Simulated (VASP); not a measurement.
Write the native input for VASP 6.6.1 that does the following.

| Item | Value |
| --- | --- |
| Task | single point |
| Functional | PBEsol |
| Potentials or basis | VASP PAW PBE potentials, release 64 (Zn, Cu) |
| Cutoff | 520 eV |
| k mesh | 16 × 16 × 16 |
| Occupations | gaussian, width 0.15 eV |
| Spin | no spin polarisation |
| Dipole correction | no |
| Further INCAR settings | ALGO = Fast; EDIFF = 1e-07; NBANDS = 18 |

The structure of ZnCu lies in POSCAR:

```
ZnCu
1.0
    2.8272000000      0.0000000000      0.0000000000
    0.0000000000      3.0628000000      0.0000000000
    0.0000000000      0.0000000000      2.9450000000
Zn Cu
1 1
Direct
    0.5000000000      0.5000000000      0.5000000000
    0.0000000000      0.0000000000      0.0000000000
```

This cell differs from its parent crystal: strain -0.0400 x Voigt [1, -1, 0, 0, 0, 0].

The input as run:

INCAR

```
PREC     = Accurate       # precision mode
ENCUT    = 520            # plane-wave cutoff, eV
EDIFF    = 1E-7           # SCF threshold, eV
ISMEAR   = 0              # smearing method
SIGMA    = 0.15           # smearing width, eV
LREAL    = F              # projectors in reciprocal space
LASPH    = T              # aspherical terms in the spheres
NELM     = 80             # most SCF steps
ALGO     = Fast           # electronic algorithm
ISIF     = 2              # what is computed and relaxed
LWAVE    = F              # write WAVECAR
LCHARG   = F              # write CHGCAR
GGA      = PS             # functional
NBANDS   = 18             # bands
```

KPOINTS

```
Automatic mesh
0
Gamma
  16 16 16
```

Potentials or basis: VASP PAW PBE potentials, release 64 (Zn, Cu).

Command:

```console
$ cat potpaw_PBE.64/Zn/POTCAR potpaw_PBE.64/Cu/POTCAR > POTCAR
$ mpirun -np 1 vasp_std > vasp.out
```

Results of the run:

```
Pressure               : -3.8 GPa
Band gap on the k mesh : zero (an odd number of electrons rules out a gap without spin polarisation)
```

Caveat: the cell differs from its parent crystal (strain -0.0400 x Voigt [1, -1, 0, 0, 0, 0]); the cell stands under tension; the PAW data sets were made with another functional, which shifts forces and pressure a little.

It took 5 min on 1 thread of Intel(R) Xeon(R) 6975P-C (Granite Rapids), with other jobs on the host, peak memory 0.43 GiB.
